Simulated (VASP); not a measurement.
# CuAu3 (Pm-3m) in VASP: notebook, part 2 of 4

VASP 6.6.1. Earlier steps stand in the parts before.

### Step 3. Electric field gradients, LDA (15.45 Å³/atom)

This run uses another cell than the first one, of 15.45 Å³/atom.

Contents of INCAR:

```
PREC = Accurate
ENCUT = 520
EDIFF = 1E-8
ISMEAR = -1
SIGMA = 0.05
LREAL = False
LASPH = True
NELM = 80
ALGO = Normal
ISIF = 2
LWAVE = False
LCHARG = False
GGA = CA
LEFG = True
NBANDS = 30
```

Contents of KPOINTS:

```
Automatic mesh
0
Gamma
  9 9 9
```

Contents of POSCAR:

```
CuAu3
1.0
    3.9532877858      0.0000000000      0.0000000000
    0.0000000000      3.9532877858      0.0000000000
    0.0000000000      0.0000000000      3.9532877858
Cu Au
1 3
Direct
    0.0000000000      0.0000000000      0.0000000000
    0.0000000000      0.5000000000      0.5000000000
    0.5000000000      0.0000000000      0.5000000000
    0.5000000000      0.5000000000      0.0000000000
```

Potentials or basis: VASP PAW LDA potentials, release 64 (Cu, Au).

On the command line:

```sh
cat potpaw_LDA.64/Cu/POTCAR potpaw_LDA.64/Au/POTCAR > POTCAR
mpirun -np 1 vasp_std > vasp.out
```

OUTCAR:

```text
PREC = Accurate
   ENCUT = 520
   EDIFF = 1E-8
   ISMEAR = -1
   LREAL = False
   LASPH = True
   NELM = 80
   ISIF = 2
   GGA = CA

 ion  position               nearest neighbor table
   1  0.000  0.000  0.000-   2 2.80   3 2.80   4 2.80   2 2.80   3 2.80   2 2.80   4 2.80   2 2.80
                             3 2.80   4 2.80   3 2.80   4 2.80
   2  0.000  0.500  0.500-   1 2.80   3 2.80   4 2.80   1 2.80   4 2.80   1 2.80   3 2.80   1 2.80
                             3 2.80   4 2.80   4 2.80   3 2.80
   3  0.500  0.000  0.500-   1 2.80   2 2.80   4 2.80   1 2.80   4 2.80   2 2.80   4 2.80   4 2.80
                             1 2.80   2 2.80   1 2.80   2 2.80
   4  0.500  0.500  0.000-   1 2.80   2 2.80   3 2.80   2 2.80   3 2.80   1 2.80   3 2.80   3 2.80
                             1 2.80   2 2.80   2 2.80   1 2.80

  LATTYP: Found a simple cubic cell.
 ALAT       =     3.9532877858

[... 1023 lines left out ...]
   1       0.000    -0.000    -0.000     0.000    -0.000    -0.000
   2     -79.496    39.748    39.748     0.000     0.000    -0.000
   3      39.748   -79.496    39.748     0.000    -0.000     0.000
   4      39.748    39.748   -79.496    -0.000    -0.000     0.000
---------------------------------------------------------------------

 Electric field gradients after diagonalization (V/A^2)
 (convention: |V_zz| > |V_xx| > |V_yy|)
----------------------------------------------------------------------
 ion       V_xx      V_yy      V_zz     asymmetry (V_yy - V_xx)/ V_zz
----------------------------------------------------------------------
   1       0.000    -0.000    -0.000       0.447
   2      39.748    39.748   -79.496       0.000
   3      39.748    39.748   -79.496       0.000
   4      39.748    39.748   -79.496       0.000
----------------------------------------------------------------------

           NMR quadrupolar parameters

 Cq : quadrupolar parameter    Cq=e*Q*V_zz/h
 eta: asymmetry parameters     (V_yy - V_xx)/ V_zz
 Q  : nuclear electric quadrupole moment in mb (millibarn)
----------------------------------------------------------------------
 ion       Cq(MHz)       eta       Q (mb)
----------------------------------------------------------------------
   1      -0.000       0.447       1.000
   2      -0.192       0.000       1.000
   3      -0.192       0.000       1.000
   4      -0.192       0.000       1.000
----------------------------------------------------------------------
```

OSZICAR:

```text
N       E                     dE             d eps       ncg     rms          rms(c)
DAV:   1     0.353386481861E+03    0.35339E+03   -0.21787E+04  2228   0.184E+03
DAV:   2     0.283771300872E+01   -0.35055E+03   -0.32720E+03  2196   0.398E+02
DAV:   3    -0.194193663924E+02   -0.22257E+02   -0.21244E+02  2396   0.101E+02
DAV:   4    -0.198452743307E+02   -0.42591E+00   -0.42516E+00  2434   0.130E+01
DAV:   5    -0.198574381666E+02   -0.12164E-01   -0.12163E-01  2824   0.233E+00    0.194E+01
DAV:   6    -0.185519986183E+02    0.13054E+01   -0.84972E+00  2926   0.573E+01    0.100E+01
DAV:   7    -0.185232652355E+02    0.28733E-01   -0.42535E+00  2546   0.897E+01    0.111E+01
DAV:   8    -0.181524574096E+02    0.37081E+00   -0.39308E+00  2906   0.284E+01    0.409E+00
DAV:   9    -0.181491650098E+02    0.32924E-02   -0.16524E-01  2818   0.106E+01    0.724E-01
DAV:  10    -0.181410179815E+02    0.81470E-02   -0.58109E-02  2534   0.616E+00    0.125E-01
DAV:  11    -0.181409021010E+02    0.11588E-03   -0.21922E-03  3270   0.861E-01    0.508E-02
DAV:  12    -0.181408893478E+02    0.12753E-04   -0.23206E-04  3194   0.407E-01    0.195E-02
DAV:  13    -0.181408844128E+02    0.49350E-05   -0.40419E-05  3232   0.153E-01    0.329E-03
DAV:  14    -0.181408844206E+02   -0.77598E-08   -0.68485E-07  3134   0.754E-03    0.191E-03
DAV:  15    -0.181408844094E+02    0.11160E-07   -0.19119E-08  1832   0.295E-03    0.536E-04
DAV:  16    -0.181408844095E+02   -0.15007E-09   -0.78669E-09  1312   0.779E-04
   1 F= -.18140884E+02 E0= -.18136439E+02  d E =-.889181E-02
```

It took 34 s on 1 thread of AMD EPYC 9R45 (Zen 5), shared host; peak memory 0.16 GiB.

What came out:

```yaml
Free_energy: -18.1409 eV
Pressure: -1.7 GPa
Band_gap_on_the_k_mesh: zero (bands 22 and 23 overlap by 1.61 eV)
Largest_electric_field_gradient_by_atom: Cu +0.0; Au -79.5 V/Å²
```

Electric field gradients, principal values (V/Å²):
| atom | least | middle | greatest (by size) |
| --- | --- | --- | --- |
| 1 Cu | 0.000 | 0.000 | 0.000 |
| 2 Au | 39.748 | 39.748 | -79.496 |
| 3 Au | 39.748 | 39.748 | -79.496 |
| 4 Au | 39.748 | 39.748 | -79.496 |

Caveat: without QUAD_EFG the Cq values of the log hold for a quadrupole moment of 1 mb, not for the nuclei; spin-orbit coupling is left out, which moves the levels of the heavy elements.

### Step 4. Electric field gradients, LDA (15.45 Å³/atom)

This run uses another cell than the first one, of 15.45 Å³/atom.

Contents of INCAR:

```
SYSTEM = CuAu3
PREC = Accurate
ENCUT = 520
EDIFF = 1E-8
ISMEAR = -1
SIGMA = 0.05
LREAL = .FALSE.
LASPH = .TRUE.
NELM = 80
ALGO = Normal
ISIF = 2
LWAVE = .FALSE.
LCHARG = .FALSE.
GGA = CA
LEFG = .TRUE.
NBANDS = 30
```

Contents of KPOINTS:

```
Automatic mesh
0
G
  9 9 9
  0 0 0
```

POSCAR is that of step 3.

Potentials or basis: VASP PAW LDA potentials, release 64 (Cu, Au).

On the command line:

```sh
cat potpaw_LDA.64/Cu/POTCAR potpaw_LDA.64/Au/POTCAR > POTCAR
mpirun -np 1 vasp_std > vasp.out
```

OUTCAR:

```text
SYSTEM = CuAu3
   PREC = Accurate
   ENCUT = 520
   EDIFF = 1E-8
   ISMEAR = -1
   LREAL = .FALSE.
   LASPH = .TRUE.
   NELM = 80
   ISIF = 2
   GGA = CA

 ion  position               nearest neighbor table
   1  0.000  0.000  0.000-   2 2.80   3 2.80   4 2.80   2 2.80   3 2.80   2 2.80   4 2.80   2 2.80
                             3 2.80   4 2.80   3 2.80   4 2.80
   2  0.000  0.500  0.500-   1 2.80   3 2.80   4 2.80   1 2.80   4 2.80   1 2.80   3 2.80   1 2.80
                             3 2.80   4 2.80   4 2.80   3 2.80
   3  0.500  0.000  0.500-   1 2.80   2 2.80   4 2.80   1 2.80   4 2.80   2 2.80   4 2.80   4 2.80
                             1 2.80   2 2.80   1 2.80   2 2.80
   4  0.500  0.500  0.000-   1 2.80   2 2.80   3 2.80   2 2.80   3 2.80   1 2.80   3 2.80   3 2.80
                             1 2.80   2 2.80   2 2.80   1 2.80

  LATTYP: Found a simple cubic cell.
 ALAT       =     3.9532877858

  Lattice vectors:

 A1 = (   3.9532877858,   0.0000000000,   0.0000000000)
 A2 = (   0.0000000000,   3.9532877858,   0.0000000000)
 A3 = (   0.0000000000,   0.0000000000,   3.9532877858)

[... 1001 lines left out ...]
      0.00000      1.97664      1.97664         0.000000      0.000000      0.000000
      1.97664      0.00000      1.97664         0.000000      0.000000      0.000000
      1.97664      1.97664      0.00000         0.000000      0.000000      0.000000
 -----------------------------------------------------------------------------------
    total drift:                                0.000000      0.000000     -0.000000

  FREE ENERGIE OF THE ION-ELECTRON SYSTEM (eV)
  ---------------------------------------------------
  free  energy   TOTEN  =       -18.1408844095 eV

  energy  without entropy=      -18.1319926005  energy(sigma->0) =      -18.13643851

 Electric field gradients (V/A^2)
---------------------------------------------------------------------
 ion       V_xx      V_yy      V_zz      V_xy      V_xz      V_yz
---------------------------------------------------------------------
   1       0.000    -0.000    -0.000     0.000    -0.000    -0.000
   2     -79.496    39.748    39.748     0.000     0.000    -0.000
   3      39.748   -79.496    39.748     0.000    -0.000     0.000
   4      39.748    39.748   -79.496    -0.000    -0.000     0.000
---------------------------------------------------------------------

 Electric field gradients after diagonalization (V/A^2)
 (convention: |V_zz| > |V_xx| > |V_yy|)
----------------------------------------------------------------------
 ion       V_xx      V_yy      V_zz     asymmetry (V_yy - V_xx)/ V_zz
----------------------------------------------------------------------
   1       0.000    -0.000    -0.000       0.447
   2      39.748    39.748   -79.496       0.000
   3      39.748    39.748   -79.496       0.000
   4      39.748    39.748   -79.496       0.000
----------------------------------------------------------------------

           NMR quadrupolar parameters

 Cq : quadrupolar parameter    Cq=e*Q*V_zz/h
 eta: asymmetry parameters     (V_yy - V_xx)/ V_zz
 Q  : nuclear electric quadrupole moment in mb (millibarn)
----------------------------------------------------------------------
 ion       Cq(MHz)       eta       Q (mb)
----------------------------------------------------------------------
   1      -0.000       0.447       1.000
   2      -0.192       0.000       1.000
   3      -0.192       0.000       1.000
   4      -0.192       0.000       1.000
----------------------------------------------------------------------
```

OSZICAR:

```text
N       E                     dE             d eps       ncg     rms          rms(c)
DAV:   1     0.353386481861E+03    0.35339E+03   -0.21787E+04  2228   0.184E+03
DAV:   2     0.283771300872E+01   -0.35055E+03   -0.32720E+03  2196   0.398E+02
DAV:   3    -0.194193663924E+02   -0.22257E+02   -0.21244E+02  2396   0.101E+02
DAV:   4    -0.198452743307E+02   -0.42591E+00   -0.42516E+00  2434   0.130E+01
DAV:   5    -0.198574381666E+02   -0.12164E-01   -0.12163E-01  2824   0.233E+00    0.194E+01
DAV:   6    -0.185519986183E+02    0.13054E+01   -0.84972E+00  2926   0.573E+01    0.100E+01
DAV:   7    -0.185232652355E+02    0.28733E-01   -0.42535E+00  2546   0.897E+01    0.111E+01
DAV:   8    -0.181524574096E+02    0.37081E+00   -0.39308E+00  2906   0.284E+01    0.409E+00
DAV:   9    -0.181491650098E+02    0.32924E-02   -0.16524E-01  2818   0.106E+01    0.724E-01
DAV:  10    -0.181410179815E+02    0.81470E-02   -0.58109E-02  2534   0.616E+00    0.125E-01
DAV:  11    -0.181409021010E+02    0.11588E-03   -0.21922E-03  3270   0.861E-01    0.508E-02
DAV:  12    -0.181408893478E+02    0.12753E-04   -0.23206E-04  3194   0.407E-01    0.195E-02
DAV:  13    -0.181408844128E+02    0.49350E-05   -0.40419E-05  3232   0.153E-01    0.329E-03
DAV:  14    -0.181408844206E+02   -0.77598E-08   -0.68485E-07  3134   0.754E-03    0.191E-03
DAV:  15    -0.181408844094E+02    0.11160E-07   -0.19119E-08  1832   0.295E-03    0.536E-04
DAV:  16    -0.181408844095E+02   -0.15007E-09   -0.78669E-09  1312   0.779E-04
   1 F= -.18140884E+02 E0= -.18136439E+02  d E =-.889181E-02
```

stdout:

```text
POSCAR found type information on POSCAR CuAu
 POSCAR found :  2 types and       4 ions
 scaLAPACK will be used
 LDA part: xc-table for (Slater(with rela. corr.)+CA(PZ))
 , standard interpolation
 POSCAR, INCAR and KPOINTS ok, starting setup
 FFT: planning ... GRIDC
 FFT: planning ... GRID_SOFT
 FFT: planning ... GRID
 WAVECAR not read
 entering main loop
ion   1

ion   2

ion   3

ion   4
```

Wall time 34 s (1 thread of AMD EPYC 9R45 (Zen 5), shared host); peak memory 0.16 GiB.

What came out:

- Free energy: -18.1409 eV
- Pressure: -1.7 GPa
- Band gap on the k mesh: zero (bands 22 and 23 overlap by 1.61 eV)
- Largest electric field gradient by atom: Cu +0.0; Au -79.5 V/Å²

Levels at points of the mesh, in eV from the Fermi level:
| k point | band 18 | band 19 | band 20 | band 21 | band 22 | band 23 | band 24 | band 25 | band 26 | band 27 |
| --- | --- | --- | --- | --- | --- | --- | --- | --- | --- | --- |
| (0.00, 0.00, 0.00) | -1.55 | -1.55 | -1.55 | -1.55 | 0.91 | 0.91 | 0.91 | 6.10 | 6.10 | 6.88 |

Electric field gradients, principal values (V/Å²):
```tsv
atom	least	middle	greatest (by size)
1 Cu	0.000	0.000	0.000
2 Au	39.748	39.748	-79.496
3 Au	39.748	39.748	-79.496
4 Au	39.748	39.748	-79.496
```

Caveat: without QUAD_EFG the Cq values of the log hold for a quadrupole moment of 1 mb, not for the nuclei; spin-orbit coupling is left out, which moves the levels of the heavy elements.

(Continued in part 3 of 4.)
